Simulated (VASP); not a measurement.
# ZnSbO (P-6m2) in VASP: a series of runs, part 3 of 3

VASP 6.6.1. Earlier steps stand in the parts before.

**5. Single point, PBE**

This run uses another cell than the first one, of 23.96 Å³/atom.

INCAR

```
SYSTEM = ZnSbO
PREC = Accurate
ENCUT = 520
EDIFF = 1E-6
ISMEAR = 0
SIGMA = 0.1
LREAL = .FALSE.
LASPH = .TRUE.
NELM = 60
ALGO = Normal
ISIF = 2
LWAVE = .FALSE.
LCHARG = .FALSE.
GGA = PE
NBANDS = 18
```

KPOINTS

```
regular mesh
0
G
  18 18 6
  0 0 0
```

POSCAR

```
ZnSbO
1.0
    3.2421751373      0.0000000000      0.0000000000
   -1.6210875687      2.8078060324      0.0000000000
    0.0000000000      0.0000000000      7.8965256997
Zn Sb O
1 1 1
Direct
    0.0000000000      0.0000000000      0.0000000000
    0.6666666667      0.3333333333      0.5000000000
    0.3333333333      0.6666666667      0.0000000000
```

Potentials or basis: VASP PAW PBE potentials, release 64 (Zn, Sb, O).

On the command line:

```sh
cat potpaw_PBE.64/Zn/POTCAR potpaw_PBE.64/Sb/POTCAR potpaw_PBE.64/O/POTCAR > POTCAR
mpirun -np 1 vasp_std > vasp.out
```

OUTCAR:

```text
SYSTEM = ZnSbO
   PREC = Accurate
   ENCUT = 520
   EDIFF = 1E-6
   ISMEAR = 0
   LREAL = .FALSE.
   LASPH = .TRUE.
   NELM = 60
   ISIF = 2
   GGA = PE

 ion  position               nearest neighbor table
   1  0.000  0.000  0.000-   3 1.87   3 1.87   3 1.87
   2  0.667  0.333  0.500-
   3  0.333  0.667  0.000-   1 1.87   1 1.87   1 1.87

  LATTYP: Found a hexagonal cell.
 ALAT       =     3.2421751373
 C/A-ratio  =     2.4355642016

  Lattice vectors:

 A1 = (   3.2421751373,   0.0000000000,   0.0000000000)
 A2 = (  -1.6210875687,   2.8078060324,   0.0000000000)
 A3 = (   0.0000000000,   0.0000000000,   7.8965256997)

Analysis of symmetry for initial positions (statically):
=====================================================================
 Subroutine PRICEL returns:
 Original cell was already a primitive cell.

 Routine SETGRP: Setting up the symmetry group for a
 hexagonal supercell.

 Subroutine GETGRP returns: Found 12 space group operations
 (whereof 12 operations were pure point group operations)
 out of a pool of 24 trial point group operations.

The static configuration has the point symmetry D_3h.

Analysis of symmetry for dynamics (positions and initial velocities):
=====================================================================
 Subroutine PRICEL returns:
 Original cell was already a primitive cell.

 Routine SETGRP: Setting up the symmetry group for a
 hexagonal supercell.

 Subroutine GETGRP returns: Found 12 space group operations
 (whereof 12 operations were pure point group operations)
 out of a pool of 24 trial point group operations.

The dynamic configuration has the point symmetry D_3h.

 Subroutine INISYM returns: Found 12 space group operations
 (whereof 12 operations are pure point group operations),
 and found     1 'primitive' translations

[... 108 lines left out ...]
   NUPDOWN=      -1.0000    fix difference up-down
   EMIN   =  10.00;   EMAX   =-10.00  energy-range for DOS
   EFERMI =   0.00;   METHOD = LEGACY
   ISMEAR =     0;   SIGMA  =   0.10  broadening in eV -4-tet -1-fermi 0-gaus
   EFERMI_NEDOS =   21; number of points for ismear=-14 and -15
   IALGO  =     38    algorithm
   IMIX   =      4    mixing-type and parameters
     AMIX     =   0.40;   BMIX     =  1.00
     AMIX_MAG =   1.60;   BMIX_MAG =  1.00
  volume/ion in A,a.u.               =      23.96       161.70
  Fermi-wavevector in a.u.,A,eV,Ry     =   1.119707  2.115939 17.058207  1.253743
  Thomas-Fermi vector in A             =   2.256348
   LORBIT       =      0    0 simple, 1 ext, 2 COOP (PROOUT), +10 PAW based schemes
   GGA     = PE    functional components
   LHFCALC =     F    Hartree Fock is set to
   AEXX    =    0.0000 exact exchange contribution
   IVDW    =     0    specifies the selected vdW correction
   LEPSILON=     F    determine dielectric tensor
   LRPA    =     F    only Hartree local field effects (RPA)
 non-spin polarized calculation
 Gauss-broadening in eV      SIGMA  =   0.10
  energy-cutoff  :      520.00
  volume of cell :       71.89
 maximum number of plane-waves:      1971
   NGX = 13   NGY = 13   NGZ = 29

 number of electron      23.0000016 magnetization

 Free energy of the ion-electron system (eV)
  ---------------------------------------------------
  ext. energy  EPLUGINS =         0.00000000
  ---------------------------------------------------
  free energy    TOTEN  =       -11.92394425 eV

  energy without entropy =      -11.91841653  energy(sigma->0) =      -11.92118039

 E-fermi :   2.2749     XC(G=0):  -8.6679

 val. band max:        2.2636112694   @ k =   0.3333   0.1111   0.0000
 cond. band min:       2.3436953435   @ k =   0.3889   0.0556   0.5000
 fundamental gap:      0.0800840742
 Fermi energy:         2.2748655409

 k-point     1 :       0.0000    0.0000    0.0000
  band No.  band energies     occupation
      1     -15.8134      2.00000
      2      -9.0335      2.00000
      3      -4.4009      2.00000
      4      -4.4009      2.00000
      5      -2.9281      2.00000
      6      -2.8816      2.00000
[... 481 lines left out ...]
      5      -3.3872      2.00000
      6      -2.9492      2.00000
[... 10 lines left out ...]
     17       9.7561      0.00000
     18      11.1685      0.00000

 [... further k-points ...]
[... 5 lines left out ...]
  --------------------------------------------------------------------------------------
  -------------------------------------------------------------------------------------
  Total        0.2563265      0.2563265     -0.0050072     -0.0000000     -0.0000000      0.0000000
  in kB        5.7130032      5.7130032     -0.1116015     -0.0000000     -0.0000000      0.0000000
  external PRESSURE =       3.7714683 kB  Pullay stress =       0.0000000 kB

 VOLUME and BASIS-vectors are now :
 -----------------------------------------------------------------------------
  energy-cutoff  :      520.00
  volume of cell :       71.89
      direct lattice vectors                 reciprocal lattice vectors
     3.242175137  0.000000000  0.000000000     0.308434911  0.178074979  0.000000000
    -1.621087569  2.807806032  0.000000000     0.000000000  0.356149958  0.000000000
     0.000000000  0.000000000  7.896525700     0.000000000  0.000000000  0.126637972

 POSITION                                       TOTAL-FORCE (eV/Angst)
 -----------------------------------------------------------------------------------
      0.00000      0.00000      0.00000        -0.000000      0.000000      0.000000
      1.62109      0.93594      3.94826        -0.000000      0.000000      0.000000
     -0.00000      1.87187      0.00000         0.000000      0.000000      0.000000
 -----------------------------------------------------------------------------------
    total drift:                                0.000008     -0.000005     -0.000000

  FREE ENERGIE OF THE ION-ELECTRON SYSTEM (eV)
  ---------------------------------------------------
  free  energy   TOTEN  =       -11.9239442536 eV

  energy  without entropy=      -11.9184165301  energy(sigma->0) =      -11.92118039
```

OSZICAR:

```text
N       E                     dE             d eps       ncg     rms          rms(c)
DAV:   1     0.142331040447E+03    0.14233E+03   -0.10494E+04  5328   0.127E+03
DAV:   2     0.326834342297E+00   -0.14200E+03   -0.13665E+03  6124   0.280E+02
DAV:   3    -0.139090344221E+02   -0.14236E+02   -0.14133E+02  6090   0.919E+01
DAV:   4    -0.141289100939E+02   -0.21988E+00   -0.21969E+00  6316   0.124E+01
DAV:   5    -0.141309170643E+02   -0.20070E-02   -0.20069E-02  6324   0.114E+00    0.122E+01
DAV:   6    -0.119160214738E+02    0.22149E+01   -0.78663E+00  8494   0.528E+01    0.706E+00
DAV:   7    -0.119608524329E+02   -0.44831E-01   -0.12528E+00  5978   0.121E+01    0.417E+00
DAV:   8    -0.119532022664E+02    0.76502E-02   -0.45000E-01  6966   0.555E+00    0.122E+00
DAV:   9    -0.119219795034E+02    0.31223E-01   -0.13944E-01  7870   0.459E+00    0.183E-01
DAV:  10    -0.119239447347E+02   -0.19652E-02   -0.18499E-02  5544   0.984E-01    0.111E-01
DAV:  11    -0.119239415664E+02    0.31684E-05   -0.81459E-04  6392   0.236E-01    0.262E-02
DAV:  12    -0.119239451621E+02   -0.35957E-05   -0.86286E-05  6724   0.739E-02    0.173E-02
DAV:  13    -0.119239444707E+02    0.69142E-06   -0.26393E-05  6986   0.515E-02    0.905E-03
DAV:  14    -0.119239442536E+02    0.21712E-06   -0.69736E-06  5778   0.353E-02
   1 F= -.11923944E+02 E0= -.11921180E+02  d E =-.552772E-02
```

stdout:

```text
POSCAR found type information on POSCAR ZnSbO
 POSCAR found :  3 types and       3 ions
 scaLAPACK will be used
 LDA part: xc-table for (Slater+PW92), standard interpolation
 POSCAR, INCAR and KPOINTS ok, starting setup
 FFT: planning ... GRIDC
 FFT: planning ... GRID_SOFT
 FFT: planning ... GRID
 WAVECAR not read
 entering main loop
```

It took 59 s on 1 thread of Intel Xeon 6975P-C (Granite Rapids), shared host; peak memory 0.34 GiB.

Results:

- Free energy: -11.9239 eV
- Pressure: 0.4 GPa
- Band gap on the k mesh: zero (an odd number of electrons rules out a gap without spin polarisation)

Stress tensor (GPa, compression positive):
```
 0.57  0.00  0.00
 0.00  0.57  0.00
 0.00  0.00 -0.01
```

Levels at points of the mesh, in eV from the Fermi level:
```csv
k point,band 7,band 8,band 9,band 10,band 11,band 12,band 13,band 14,band 15,band 16
"(0.00, 0.00, 0.00)",-5.16,-3.75,-1.91,-0.34,-0.34,1.12,5.95,5.95,6.36,6.57
"(0.50, 0.00, 0.00)",-5.01,-4.53,-4.12,-2.30,-1.42,0.39,2.75,4.29,5.62,7.03
"(0.00, 0.00, 0.50)",-5.16,-3.16,-2.76,-0.34,-0.34,2.00,4.13,5.95,5.95,10.34
"(0.50, 0.00, 0.50)",-5.01,-4.49,-4.18,-2.30,-1.38,0.45,2.75,4.19,5.47,6.99
```

Caveat: spin-orbit coupling is left out, which moves the levels of the heavy elements; an odd number of electrons without spin polarisation forces a metal; a magnetic or distorted state may lie lower.

**6. Relaxation of cell and atoms, PBE**

This run uses another cell than the first one, of 22.83 Å³/atom.

INCAR

```
ALGO     = Normal         # electronic algorithm
EDIFF    = 1E-7           # SCF threshold, eV
EDIFFG   = -0.01          # ionic threshold
ENCUT    = 600            # plane-wave cutoff, eV
GGA      = PE             # functional
IBRION   = 2              # ionic algorithm
ISIF     = 3              # what is computed and relaxed
ISMEAR   = 0              # smearing method
LASPH    = True           # aspherical terms in the spheres
LCHARG   = False          # write CHGCAR
LREAL    = False          # projectors in reciprocal space
LWAVE    = False          # write WAVECAR
NELM     = 80             # most SCF steps
NSW      = 100            # ionic steps
PREC     = Accurate       # precision mode
SIGMA    = 0.1            # smearing width, eV
```

KPOINTS

```
k-points
0
Gamma
  18 18 6
```

POSCAR

```
ZnSbO
1.0
    3.2695786031      0.0000000000      0.0000000000
   -1.6347893016      2.8315381300      0.0000000000
    0.0000000000      0.0000000000      7.3973798382
Zn Sb O
1 1 1
Direct
    0.0000000000      0.0000000000      0.0000000000
    0.6666666667      0.3333333333      0.5000000000
    0.3333333333      0.6666666667      0.0000000000
```

Potentials or basis: VASP PAW PBE potentials, release 64 (Zn, Sb, O).

On the command line:

```sh
cat potpaw_PBE.64/Zn/POTCAR potpaw_PBE.64/Sb/POTCAR potpaw_PBE.64/O/POTCAR > POTCAR
mpirun -np 1 vasp_std > vasp.out
```

Run time: 7 min. Hardware: 1 thread of Intel Xeon 6975P-C (Granite Rapids), shared host; peak memory 0.39 GiB.

It converged, with:

| Quantity | Value |
| --- | --- |
| Free energy | -11.9248 eV |
| Relaxed volume | 23.50 Å³/atom |
| Relaxed cell | a = 3.249 Å, b = 3.249 Å, c = 7.712 Å, α = 90.00°, β = 90.00°, γ = 120.00° |
| Space group after relaxing (to 0.1 Å) | P-6m2 (No. 187) |
| Energy gained by relaxing | 2.2 meV/atom |
| Ionic steps | 7 |
| Pressure after relaxing | 0.0 GPa |
| Band gap on the k mesh | zero (an odd number of electrons rules out a gap without spin polarisation) |

The path:
```csv
step,energy change (eV),largest force (eV/Å),pressure (GPa),volume (Å³)
1,0.0000,0.0000,-0.93,68.48
2,-0.0011,0.0000,1.05,67.17
3,-0.0038,0.0000,0.12,67.77
4,-0.0040,0.0000,0.12,67.89
5,-0.0047,0.0000,0.10,68.27
6,-0.0057,0.0000,0.07,69.01
7,-0.0066,0.0000,0.03,70.49
```

Final structure:
```xyz
3
Lattice="3.2488 0.0000 0.0000 -1.6244 2.8135 0.0000 0.0000 0.0000 7.7122" Properties=species:S:1:pos:R:3 pbc="T T T"
Zn    0.0000    0.0000    0.0000
Sb    1.6244    0.9378    3.8561
O     0.0000    1.8757    7.7122
```

Levels at points of the mesh, in eV from the Fermi level:
| k point | band 7 | band 8 | band 9 | band 10 | band 11 | band 12 | band 13 | band 14 | band 15 |
| --- | --- | --- | --- | --- | --- | --- | --- | --- | --- |
| (0.00, 0.00, 0.00) | -5.18 | -3.82 | -1.80 | -0.38 | -0.38 | 1.09 | 5.89 | 5.89 | 6.56 |
| (0.50, 0.00, 0.00) | -5.03 | -4.52 | -4.12 | -2.32 | -1.44 | 0.36 | 2.73 | 4.27 | 5.57 |
| (0.00, 0.00, 0.50) | -5.18 | -3.16 | -2.76 | -0.38 | -0.38 | 2.07 | 4.23 | 5.90 | 5.90 |
| (0.50, 0.00, 0.50) | -5.03 | -4.47 | -4.21 | -2.32 | -1.39 | 0.44 | 2.72 | 4.13 | 5.45 |

Caveat: spin-orbit coupling is left out, which moves the levels of the heavy elements; an odd number of electrons without spin polarisation forces a metal; a magnetic or distorted state may lie lower.

**7. The runs side by side**

| task | cell | k mesh | cutoff (eV) | gap on the mesh (eV) | pressure (GPa) | relaxed volume (Å³/atom) |
| --- | --- | --- | --- | --- | --- | --- |
| single point | a = 3.666, b = 3.666, c = 3.742 Å, angles 90.0, 90.0, 120.0°, 3 atoms | 6 × 6 × 4 | 520 | none | 14.5 | - |
| single point | a = 3.270, b = 3.270, c = 7.397 Å, angles 90.0, 90.0, 120.0°, 3 atoms | 6 × 6 × 4 | 520 | none | 0.4 | - |
| relaxation of cell and atoms | relaxed from a = 3.666, b = 3.666, c = 3.742 Å, angles 90.0, 90.0, 120.0°, 3 atoms | 6 × 6 × 4 | 600 | none | -0.1 | 17.41 |
| single point | a = 3.242, b = 3.242, c = 7.897 Å, angles 90.0, 90.0, 120.0°, 3 atoms | 18 × 18 × 6 | 520 | none | 0.4 | - |
| relaxation of cell and atoms | relaxed from a = 3.270, b = 3.270, c = 7.397 Å, angles 90.0, 90.0, 120.0°, 3 atoms | 18 × 18 × 6 | 600 | none | 0.0 | 23.50 |

Alike in all rows: level PBE; potentials or basis VASP PAW PBE potentials, release 64 (Zn, Sb, O); no spin polarisation; smearing gaussian 0.1 eV.

Caveats: some runs use coarse meshes; spin-orbit coupling is left out, which moves the levels of the heavy elements; an odd number of electrons without spin polarisation forces a metal; a magnetic or distorted state may lie lower; the volume moved by over 15 % at a fixed basis, so the end points are rough (at least some runs).

Total energies depend on the potentials used, so only differences within one code and one set of settings carry meaning.

The gap in the log of VASP goes by the Fermi energy; the results here count the filled bands.